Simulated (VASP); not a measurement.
# BaO3 (Fm-3m) in VASP: single point with PBE

Aim: the single point of BaO3 with PBE.

Everything below comes from runs of VASP 6.6.1. Logs are shortened: lines on timing, memory, paths and dates and some standing lists are left out, and cuts for length are marked.

### Step 1. The cell of the first run

The structure is cubic, space group Fm-3m (No. 225). Conventional cell: a = 6.344 Å, b = 6.344 Å, c = 6.344 Å, α = 90.00°, β = 90.00°, γ = 90.00°. Ba (site symmetry m-3m) has 14 O at 2.75 to 3.17 Å within 3.6 Å. O (site symmetry -43m) has 4 Ba at 2.75 Å and 10 O at 2.75 to 3.17 Å within 3.6 Å. O (site symmetry m-3m) has 8 O at 2.75 Å and 6 Ba at 3.17 Å within 3.6 Å.

The cell was generated, and may not be a known phase.

### Step 2. Single point, PBE

INCAR reads:

```
PREC = Accurate
ENCUT = 1340
EDIFF = 1E-6
ISMEAR = 0
SIGMA = 0.1
LREAL = F
LASPH = T
NELM = 120
ALGO = Normal
ISIF = 2
LWAVE = F
LCHARG = F
GGA = PE
NBANDS = 22
GGA_COMPAT = F
```

KPOINTS reads:

```
Automatic mesh
0
Gamma
  6 6 6
```

POSCAR reads:

```
BaO3
1.0
    0.0000000000      3.1721545000      3.1721545000
    3.1721545000      0.0000000000      3.1721545000
    3.1721545000      3.1721545000      0.0000000000
Ba O
1 3
Direct
    0.5000000000      0.5000000000      0.5000000000
    0.2500000000      0.2500000000      0.2500000000
    0.7500000000      0.7500000000      0.7500000000
    0.0000000000      0.0000000000      0.0000000000
```

Potentials or basis: VASP PAW PBE potentials, release 64 (Ba_sv, O_h).

Run with:

```sh
$ cat potpaw_PBE.64/Ba_sv/POTCAR potpaw_PBE.64/O_h/POTCAR > POTCAR
$ mpirun -np 1 vasp_std > vasp.out
```

OUTCAR:

```text
PREC = Accurate
   ENCUT = 1340
   EDIFF = 1E-6
   ISMEAR = 0
   LREAL = F
   LASPH = T
   NELM = 120
   ISIF = 2
   GGA = PE

 ion  position               nearest neighbor table
   1  0.500  0.500  0.500-   2 2.75   3 2.75   2 2.75   2 2.75   2 2.75   3 2.75   3 2.75   3 2.75

   2  0.250  0.250  0.250-   1 2.75   1 2.75   1 2.75   1 2.75
   3  0.750  0.750  0.750-   1 2.75   1 2.75   1 2.75   1 2.75
   4  0.000  0.000  0.000-

  LATTYP: Found a face centered cubic cell.
 ALAT       =     6.3443090000

  Lattice vectors:

 A1 = (   0.0000000000,   3.1721545000,   3.1721545000)
 A2 = (   3.1721545000,   0.0000000000,   3.1721545000)
 A3 = (   3.1721545000,   3.1721545000,   0.0000000000)

Analysis of symmetry for initial positions (statically):
=====================================================================
 Subroutine PRICEL returns:
 Original cell was already a primitive cell.

 Routine SETGRP: Setting up the symmetry group for a
 face centered cubic supercell.

 Subroutine GETGRP returns: Found 48 space group operations
 (whereof 48 operations were pure point group operations)
 out of a pool of 48 trial point group operations.

The static configuration has the point symmetry O_h .

Analysis of symmetry for dynamics (positions and initial velocities):
=====================================================================
 Subroutine PRICEL returns:
 Original cell was already a primitive cell.

 Routine SETGRP: Setting up the symmetry group for a
 face centered cubic supercell.

 Subroutine GETGRP returns: Found 48 space group operations
 (whereof 48 operations were pure point group operations)
 out of a pool of 48 trial point group operations.

The dynamic configuration has the point symmetry O_h .

 Subroutine INISYM returns: Found 48 space group operations
 (whereof 48 operations are pure point group operations),
 and found     1 'primitive' translations

----------------------------------------------------------------------------------------

                                     Primitive cell

  volume of cell :      63.8400

  direct lattice vectors                    reciprocal lattice vectors
     0.000000000  3.172154500  3.172154500    -0.157621579  0.157621579  0.157621579
     3.172154500  0.000000000  3.172154500     0.157621579 -0.157621579  0.157621579
     3.172154500  3.172154500  0.000000000     0.157621579  0.157621579 -0.157621579

  length of vectors
     4.486103916  4.486103916  4.486103916     0.273008583  0.273008583  0.273008583

  position of ions in fractional coordinates (direct lattice)
     0.500000000  0.500000000  0.500000000
     0.250000000  0.250000000  0.250000000
     0.750000000  0.750000000  0.750000000
     0.000000000  0.000000000  0.000000000

  ion indices of the primitive-cell ions
   primitive index   ion index
                 1           1
                 2           2
                 3           3
                 4           4

----------------------------------------------------------------------------------------

 KPOINTS: Automatic mesh

Automatic generation of k-mesh.
 Grid dimensions read from file:
 generate k-points for:    6    6    6

 Generating k-lattice:

  Cartesian coordinates                     Fractional coordinates (reciprocal lattice)
    -0.026270263  0.026270263  0.026270263     0.166666667  0.000000000  0.000000000
     0.026270263 -0.026270263  0.026270263     0.000000000  0.166666667  0.000000000
     0.026270263  0.026270263 -0.026270263     0.000000000  0.000000000  0.166666667

  Length of vectors
     0.045501430  0.045501430  0.045501430

  Shift w.r.t. Gamma in fractional coordinates (k-lattice)
     0.000000000  0.000000000  0.000000000

 Subroutine IBZKPT returns following result:
 ===========================================

 Found     16 irreducible k-points:

 Following reciprocal coordinates:
            Coordinates               Weight
  0.000000  0.000000  0.000000      1.000000
  0.166667  0.000000  0.000000      8.000000
  0.333333  0.000000  0.000000      8.000000
  0.500000  0.000000  0.000000      4.000000
  0.166667  0.166667  0.000000      6.000000
  0.333333  0.166667  0.000000     24.000000
[... 8 lines left out ...]
 -0.333333  0.333333  0.166667     24.000000
 -0.333333  0.500000  0.166667     12.000000
   k-points           NKPTS =     16   k-points in BZ     NKDIM =     16   number of bands    NBANDS=     22
   number of dos      NEDOS =    301   number of ions     NIONS =      4
   total plane-waves  NPLWV = 157464
   dimension x,y,z NGX =    54 NGY =   54 NGZ =   54
   dimension x,y,z NGXF=   108 NGYF=  108 NGZF=  108
   ions per type =               1   3
   NGX,Y,Z   is equivalent  to a cutoff of  20.01, 20.01, 20.01 a.u.
   NGXF,Y,Z  is equivalent  to a cutoff of  40.02, 40.02, 40.02 a.u.
 SYSTEM =  unknown system
   PREC   = accura    normal or accurate (medium, high low for compatibility)
   ISTART =      0    job   : 0-new  1-cont  2-samecut
   ICHARG =      2    charge: 1-file 2-atom 10-const
   ISPIN  =      1    spin polarized calculation?
   LNONCOLLINEAR =      F non collinear calculations
   LSORBIT =      F    spin-orbit coupling
   LASPH  =      T    aspherical Exc in radial PAW
   ENCUT  = 1340.0 eV  98.49 Ry    9.92 a.u.  13.39 13.39 13.39*2*pi/ulx,y,z
   NELM   =    120;   NELMIN=  2; NELMDL= -5     # of ELM steps
   EDIFF  = 0.1E-05   stopping-criterion for ELM
   LREAL  =      F    real-space projection
   EDIFFG = 0.1E-04   stopping-criterion for IOM
   NSW    =      0    number of steps for IOM
   IBRION =     -1    ionic relax: 0-MD 1-quasi-New 2-CG
   NFREE  =      0    steps in history (QN), initial steepest desc. (CG)
   ISIF   =      2    stress and relaxation
   ISYM   =      2    0-nonsym 1-usesym 2-fastsym
   POTIM  = 0.5000    time-step for ionic-motion
   TEBEG  =    0.0;   TEEND  =   0.0 temperature during run
   PSTRESS=    0.0 pullay stress
   NELECT =      28.0000    total number of electrons
   NUPDOWN=      -1.0000    fix difference up-down
   EMIN   =  10.00;   EMAX   =-10.00  energy-range for DOS
   EFERMI =   0.00;   METHOD = LEGACY
   ISMEAR =     0;   SIGMA  =   0.10  broadening in eV -4-tet -1-fermi 0-gaus
   EFERMI_NEDOS =   21; number of points for ismear=-14 and -15
   IALGO  =     38    algorithm
   IMIX   =      4    mixing-type and parameters
     AMIX     =   0.40;   BMIX     =  1.00
     AMIX_MAG =   1.60;   BMIX_MAG =  1.00
  volume/ion in A,a.u.               =      15.96       107.70
  Fermi-wavevector in a.u.,A,eV,Ry     =   1.243836  2.350510 21.049960  1.547128
  Thomas-Fermi vector in A             =   2.378129
   LORBIT       =      0    0 simple, 1 ext, 2 COOP (PROOUT), +10 PAW based schemes
   GGA     = PE    functional components
   LHFCALC =     F    Hartree Fock is set to
   AEXX    =    0.0000 exact exchange contribution
   IVDW    =     0    specifies the selected vdW correction
   LEPSILON=     F    determine dielectric tensor
   LRPA    =     F    only Hartree local field effects (RPA)
 non-spin polarized calculation
 Gauss-broadening in eV      SIGMA  =   0.10
  energy-cutoff  :     1340.00
  volume of cell :       63.84
 maximum number of plane-waves:      7150
 NGX is ok and might be reduce to    54
   NGX = 27   NGY = 27   NGZ = 27

 number of electron      27.9999999 magnetization

 Free energy of the ion-electron system (eV)
  ---------------------------------------------------
  ext. energy  EPLUGINS =         0.00000000
  ---------------------------------------------------
  free energy    TOTEN  =       -17.47676632 eV

  energy without entropy =      -17.41943909  energy(sigma->0) =      -17.44810270

 E-fermi :   0.0858     XC(G=0):  -9.9108

 val. band max:        0.0758228359   @ k =  -0.3333   0.3333   0.0000
 cond. band min:       0.0867538576   @ k =   0.5000   0.1667   0.0000
 fundamental gap:      0.0109310216
 Fermi energy:         0.0857610815

 k-point     1 :       0.0000    0.0000    0.0000
  band No.  band energies     occupation
      1     -23.9296      2.00000
      2     -16.2501      2.00000
      3     -15.2637      2.00000
      4     -14.9913      2.00000
      5      -8.9611      2.00000
      6      -8.9611      2.00000
[... 14 lines left out ...]
     21      10.5774      0.00000
     22      10.5774      0.00000

 k-point     2 :       0.1667    0.0000    0.0000
  band No.  band energies     occupation
      1     -23.9028      2.00000
      2     -16.2537      2.00000
      3     -15.3102      2.00000
      4     -15.0693      2.00000
      5      -8.9918      2.00000
      6      -8.9918      2.00000
[... 14 lines left out ...]
     21      10.5488      0.00000
     22      10.5488      0.00000

 k-point     3 :       0.3333    0.0000    0.0000
  band No.  band energies     occupation
      1     -23.8481      2.00000
      2     -16.2353      2.00000
      3     -15.4308      2.00000
      4     -15.2336      2.00000
      5      -9.0511      2.00000
      6      -9.0511      2.00000
[... 14 lines left out ...]
     21      10.4941      0.00000
     22      11.2863      0.00000

 k-point     4 :       0.5000    0.0000    0.0000
  band No.  band energies     occupation
      1     -23.8203      2.00000
      2     -16.2087      2.00000
      3     -15.5036      2.00000
      4     -15.3253      2.00000
      5      -9.0797      2.00000
      6      -9.0797      2.00000
[... 14 lines left out ...]
     21      10.4717      0.00000
     22      12.9484      0.00000

 k-point     5 :       0.1667    0.1667    0.0000
  band No.  band energies     occupation
      1     -23.8940      2.00000
      2     -16.2496      2.00000
      3     -15.3180      2.00000
      4     -15.1051      2.00000
      5      -9.0551      2.00000
      6      -9.0551      2.00000
[... 217 lines left out ...]
 k-point    14 :       0.5000    0.3333    0.1667
  band No.  band energies     occupation
      1     -23.8130      2.00000
      2     -16.1123      2.00000
      3     -15.5239      2.00000
      4     -15.4340      2.00000
      5      -9.1614      2.00000
      6      -9.0934      2.00000
[... 14 lines left out ...]
     21      10.5681      0.00000
     22      12.5527      0.00000

 k-point    15 :      -0.3333    0.3333    0.1667
  band No.  band energies     occupation
      1     -23.7948      2.00000
      2     -15.9878      2.00000
      3     -15.6495      2.00000
      4     -15.5301      2.00000
      5      -9.1844      2.00000
      6      -8.9539      2.00000
[... 14 lines left out ...]
     21      10.5912      0.00000
     22      13.5324      0.00000

 k-point    16 :      -0.3333    0.5000    0.1667
  band No.  band energies     occupation
      1     -23.7864      2.00000
      2     -15.8115      2.00000
      3     -15.7995      2.00000
      4     -15.5888      2.00000
      5      -9.2413      2.00000
      6      -9.1138      2.00000
[... 14 lines left out ...]
     21      10.6856      0.00000
     22      13.5855      0.00000

------------------------ aborting loop because EDIFF is reached ----------------------------------------

  FORCE on cell =-STRESS in cart. coord.  units (eV):
  Direction    XX          YY          ZZ          XY          YZ          ZX
  --------------------------------------------------------------------------------------
  -------------------------------------------------------------------------------------
  Total       -1.4939403     -1.4939403     -1.4939403     -0.0000000     -0.0000000     -0.0000000
  in kB      -37.4930565    -37.4930565    -37.4930565     -0.0000000     -0.0000000     -0.0000000
  external PRESSURE =     -37.4930565 kB  Pullay stress =       0.0000000 kB

 VOLUME and BASIS-vectors are now :
 -----------------------------------------------------------------------------
  energy-cutoff  :     1340.00
  volume of cell :       63.84
      direct lattice vectors                 reciprocal lattice vectors
     0.000000000  3.172154500  3.172154500    -0.157621579  0.157621579  0.157621579
     3.172154500  0.000000000  3.172154500     0.157621579 -0.157621579  0.157621579
     3.172154500  3.172154500  0.000000000     0.157621579  0.157621579 -0.157621579

 POSITION                                       TOTAL-FORCE (eV/Angst)
 -----------------------------------------------------------------------------------
      3.17215      3.17215      3.17215         0.000000     -0.000000      0.000000
      1.58608      1.58608      1.58608         0.000000      0.000000     -0.000000
      4.75823      4.75823      4.75823        -0.000000      0.000000      0.000000
      0.00000      0.00000      0.00000         0.000000     -0.000000      0.000000
 -----------------------------------------------------------------------------------
    total drift:                                0.000000      0.000000      0.000000

  FREE ENERGIE OF THE ION-ELECTRON SYSTEM (eV)
  ---------------------------------------------------
  free  energy   TOTEN  =       -17.4767663165 eV

  energy  without entropy=      -17.4194390928  energy(sigma->0) =      -17.44810270
```

It took 1.8 min on 1 thread of Intel Xeon Platinum 8375C at 2.90GHz (Ice Lake), shared host; peak memory 0.43 GiB.

What came out:

```yaml
Free_energy: -17.4768 eV
Pressure: -3.7 GPa
Band_gap_on_the_k_mesh: zero (bands 14 and 15 overlap by 0.53 eV)
```

Caveat: the cell stands under tension; spin-orbit coupling is left out, which moves the levels of the heavy elements.
